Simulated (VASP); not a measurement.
# Hf (Fm-3m) in VASP: further runs, part 2 of 2

VASP 6.6.1.

## Step 3: Electric field gradients, PBEsol (volume scaled by 0.96)

INCAR

```
PREC     = Accurate       # precision mode
ENCUT    = 520            # plane-wave cutoff, eV
EDIFF    = 1E-8           # SCF threshold, eV
ISMEAR   = -1             # smearing method
SIGMA    = 0.03           # smearing width, eV
LREAL    = F              # projectors in reciprocal space
LASPH    = T              # aspherical terms in the spheres
NELM     = 60             # most SCF steps
ALGO     = Normal         # electronic algorithm
ISIF     = 2              # what is computed and relaxed
LWAVE    = F              # write WAVECAR
LCHARG   = F              # write CHGCAR
GGA      = PS             # functional
LEFG     = T            
NBANDS   = 11             # bands
```

KPOINTS

```
regular mesh
0
Gamma
  16 16 16
```

POSCAR

```
Hf
1.0
    0.0000000000      2.1899963220      2.1899963220
    2.1899963220      0.0000000000      2.1899963220
    2.1899963220      2.1899963220      0.0000000000
Hf
1
Direct
    0.0000000000      0.0000000000      0.0000000000
```

Potentials or basis: VASP PAW PBE potentials, release 64 (Hf_pv).

Run with:

```bash
cat potpaw_PBE.64/Hf_pv/POTCAR > POTCAR
mpirun -np 1 vasp_std > vasp.out
```

OUTCAR:

```text
PREC = Accurate
   ENCUT = 520
   EDIFF = 1E-8
   ISMEAR = -1
   LREAL = F
   LASPH = T
   NELM = 60
   ISIF = 2
   GGA = PS

 ion  position               nearest neighbor table
   1  0.000  0.000  0.000-

  LATTYP: Found a face centered cubic cell.
 ALAT       =     4.3799926440

  Lattice vectors:

 A1 = (   0.0000000000,   2.1899963220,   2.1899963220)
 A2 = (   2.1899963220,   0.0000000000,   2.1899963220)
 A3 = (   2.1899963220,   2.1899963220,   0.0000000000)

Analysis of symmetry for initial positions (statically):
=====================================================================
 Subroutine PRICEL returns:
 Original cell was already a primitive cell.

 Routine SETGRP: Setting up the symmetry group for a
 face centered cubic supercell.

 Subroutine GETGRP returns: Found 48 space group operations
 (whereof 48 operations were pure point group operations)
 out of a pool of 48 trial point group operations.

The static configuration has the point symmetry O_h .

Analysis of symmetry for dynamics (positions and initial velocities):
=====================================================================
 Subroutine PRICEL returns:
 Original cell was already a primitive cell.

 Routine SETGRP: Setting up the symmetry group for a
 face centered cubic supercell.

 Subroutine GETGRP returns: Found 48 space group operations
 (whereof 48 operations were pure point group operations)
 out of a pool of 48 trial point group operations.

The dynamic configuration has the point symmetry O_h .

 Subroutine INISYM returns: Found 48 space group operations
 (whereof 48 operations are pure point group operations),
 and found     1 'primitive' translations
[... 157 lines left out ...]
      9       9.4551      0.00000
     10      16.6032      0.00000
     11      18.2891      0.00000
[... 309 lines left out ...]
 k-point    24 :      -0.0625    0.0625    0.0000
  band No.  band energies     occupation
      1     -24.8067      2.00000
      2     -24.7355      2.00000
      3     -24.7137      2.00000
      4      -2.0161      2.00000
      5       6.0461      0.00000
      6       6.6163      0.00000
      7       6.6357      0.00000
      8       9.0744      0.00000
      9       9.4391      0.00000
     10      17.4523      0.00000
     11      18.2870      0.00000

 [... further k-points ...]

------------------------ aborting loop because EDIFF is reached ----------------------------------------

  FORCE on cell =-STRESS in cart. coord.  units (eV):
  Direction    XX          YY          ZZ          XY          YZ          ZX
  --------------------------------------------------------------------------------------
  -------------------------------------------------------------------------------------
  Total        0.3234711      0.3234711      0.3234711      0.0000000      0.0000000      0.0000000
  in kB       24.6709515     24.6709515     24.6709515      0.0000000      0.0000000      0.0000000
  external PRESSURE =      24.6709515 kB  Pullay stress =       0.0000000 kB

 VOLUME and BASIS-vectors are now :
 -----------------------------------------------------------------------------
  energy-cutoff  :      520.00
  volume of cell :       21.01
      direct lattice vectors                 reciprocal lattice vectors
     0.000000000  2.189996322  2.189996322    -0.228310886  0.228310886  0.228310886
     2.189996322  0.000000000  2.189996322     0.228310886 -0.228310886  0.228310886
     2.189996322  2.189996322  0.000000000     0.228310886  0.228310886 -0.228310886

 POSITION                                       TOTAL-FORCE (eV/Angst)
 -----------------------------------------------------------------------------------
      0.00000      0.00000      0.00000        -0.000000     -0.000000      0.000000
 -----------------------------------------------------------------------------------
    total drift:                               -0.000000      0.000000     -0.000000

  FREE ENERGIE OF THE ION-ELECTRON SYSTEM (eV)
  ---------------------------------------------------
  free  energy   TOTEN  =       -10.4307868315 eV

  energy  without entropy=      -10.4256609958  energy(sigma->0) =      -10.42822391

 Electric field gradients (V/A^2)
---------------------------------------------------------------------
 ion       V_xx      V_yy      V_zz      V_xy      V_xz      V_yz
---------------------------------------------------------------------
   1      -0.000    -0.000     0.000    -0.000    -0.000    -0.000
---------------------------------------------------------------------

 Electric field gradients after diagonalization (V/A^2)
 (convention: |V_zz| > |V_xx| > |V_yy|)
----------------------------------------------------------------------
 ion       V_xx      V_yy      V_zz     asymmetry (V_yy - V_xx)/ V_zz
----------------------------------------------------------------------
   1       0.000     0.000    -0.000       0.000
----------------------------------------------------------------------

           NMR quadrupolar parameters

 Cq : quadrupolar parameter    Cq=e*Q*V_zz/h
 eta: asymmetry parameters     (V_yy - V_xx)/ V_zz
 Q  : nuclear electric quadrupole moment in mb (millibarn)
----------------------------------------------------------------------
 ion       Cq(MHz)       eta       Q (mb)
----------------------------------------------------------------------
   1      -0.000       0.000       1.000
----------------------------------------------------------------------
```

Wall time 18 s (1 thread of Intel Xeon 6975P-C, shared host); peak memory 0.16 GiB.

What came out:

* Free energy: -10.4308 eV
* Pressure: 2.5 GPa
* Band gap on the k mesh: zero (band 5 reaches 6.44 eV, above the bottom of band 6 at 4.61 eV)

Caveat: without QUAD_EFG the Cq values of the log hold for a quadrupole moment of 1 mb, not for the nuclei; the PAW data sets were made with another functional, which shifts forces and pressure a little; spin-orbit coupling is left out, which moves the levels of the heavy elements.

## Step 4: Electric field gradients, PBEsol (volume scaled by 0.98)

INCAR

```
SYSTEM = Hf
ALGO     = Normal         ! electronic algorithm
EDIFF    = 1E-8           ! SCF threshold, eV
ENCUT    = 520            ! plane-wave cutoff, eV
GGA      = PS             ! functional
ISIF     = 2              ! what is computed and relaxed
ISMEAR   = -1             ! smearing method
LASPH    = .TRUE.         ! aspherical terms in the spheres
LCHARG   = .FALSE.        ! write CHGCAR
LEFG     = .TRUE.       
LREAL    = .FALSE.        ! projectors in reciprocal space
LWAVE    = .FALSE.        ! write WAVECAR
NBANDS   = 11             ! bands
NELM     = 80             ! most SCF steps
PREC     = Accurate       ! precision mode
SIGMA    = 0.03           ! smearing width, eV
```

KPOINTS

```
k-points
0
G
  16 16 16
  0 0 0
```

POSCAR

```
Hf
1.0
    0.0000000000      2.2051002222      2.2051002222
    2.2051002222      0.0000000000      2.2051002222
    2.2051002222      2.2051002222      0.0000000000
Hf
1
Direct
    0.0000000000      0.0000000000      0.0000000000
```

Potentials or basis: VASP PAW PBE potentials, release 64 (Hf_pv).

Run with:

```bash
cat potpaw_PBE.64/Hf_pv/POTCAR > POTCAR
mpirun -np 1 vasp_std > vasp.out
```

OUTCAR:

```text
SYSTEM = Hf
   EDIFF = 1E-8
   ENCUT = 520
   GGA = PS
   ISIF = 2
   ISMEAR = -1
   LASPH = .TRUE.
   LREAL = .FALSE.
   NELM = 80
   PREC = Accurate

 ion  position               nearest neighbor table
   1  0.000  0.000  0.000-

  LATTYP: Found a face centered cubic cell.
 ALAT       =     4.4102004444

  Lattice vectors:

 A1 = (   0.0000000000,   2.2051002222,   2.2051002222)
 A2 = (   2.2051002222,   0.0000000000,   2.2051002222)
 A3 = (   2.2051002222,   2.2051002222,   0.0000000000)

[... 539 lines left out ...]
    total drift:                               -0.000000      0.000000     -0.000000

  FREE ENERGIE OF THE ION-ELECTRON SYSTEM (eV)
  ---------------------------------------------------
  free  energy   TOTEN  =       -10.4343175158 eV

  energy  without entropy=      -10.4289576487  energy(sigma->0) =      -10.43163758

 Electric field gradients (V/A^2)
---------------------------------------------------------------------
 ion       V_xx      V_yy      V_zz      V_xy      V_xz      V_yz
---------------------------------------------------------------------
   1       0.000    -0.000     0.000    -0.000    -0.000    -0.000
---------------------------------------------------------------------

 Electric field gradients after diagonalization (V/A^2)
 (convention: |V_zz| > |V_xx| > |V_yy|)
----------------------------------------------------------------------
 ion       V_xx      V_yy      V_zz     asymmetry (V_yy - V_xx)/ V_zz
----------------------------------------------------------------------
   1       0.000     0.000    -0.000       0.000
----------------------------------------------------------------------

           NMR quadrupolar parameters

 Cq : quadrupolar parameter    Cq=e*Q*V_zz/h
 eta: asymmetry parameters     (V_yy - V_xx)/ V_zz
 Q  : nuclear electric quadrupole moment in mb (millibarn)
----------------------------------------------------------------------
 ion       Cq(MHz)       eta       Q (mb)
----------------------------------------------------------------------
   1      -0.000       0.000       1.000
----------------------------------------------------------------------
```

stdout:

```text
POSCAR found type information on POSCAR Hf
 POSCAR found :  1 types and       1 ions
 scaLAPACK will be used
 -----------------------------------------------------------------------------
|                                                                             |
|                                                                             |
|     You enforced a specific xc type in the INCAR file but a different       |
|     I HOPE YOU KNOW WHAT YOU ARE DOING!                                     |
|                                                                             |
 -----------------------------------------------------------------------------

 LDA part: xc-table for (Slater+PW92), standard interpolation
 POSCAR, INCAR and KPOINTS ok, starting setup
 FFT: planning ... GRIDC
 FFT: planning ... GRID_SOFT
 FFT: planning ... GRID
 WAVECAR not read
 entering main loop
ion   1
```

It took 17 s on 1 thread of Intel Xeon 6975P-C, shared host; peak memory 0.16 GiB.

Results:

```
Free energy            : -10.4343 eV
Pressure               : 0.1 GPa
Band gap on the k mesh : zero (band 5 reaches 6.28 eV, above the bottom of band 6 at 4.48 eV)
```

Levels at points of the mesh, in eV from the Fermi level:
```csv
k point,band 2,band 3,band 4,band 5,band 6,band 7,band 8,band 9
"(0.00, 0.00, 0.00)",-29.81,-29.81,-7.36,1.41,1.41,1.41,4.35,4.35
"(0.50, 0.00, 0.00)",-29.93,-29.93,-3.77,0.76,1.17,1.17,6.61,6.61
"(0.50, 0.50, 0.00)",-30.14,-30.14,-3.44,-2.29,2.78,6.61,7.28,7.28
```

Caveat: without QUAD_EFG the Cq values of the log hold for a quadrupole moment of 1 mb, not for the nuclei; the PAW data sets were made with another functional, which shifts forces and pressure a little; spin-orbit coupling is left out, which moves the levels of the heavy elements.
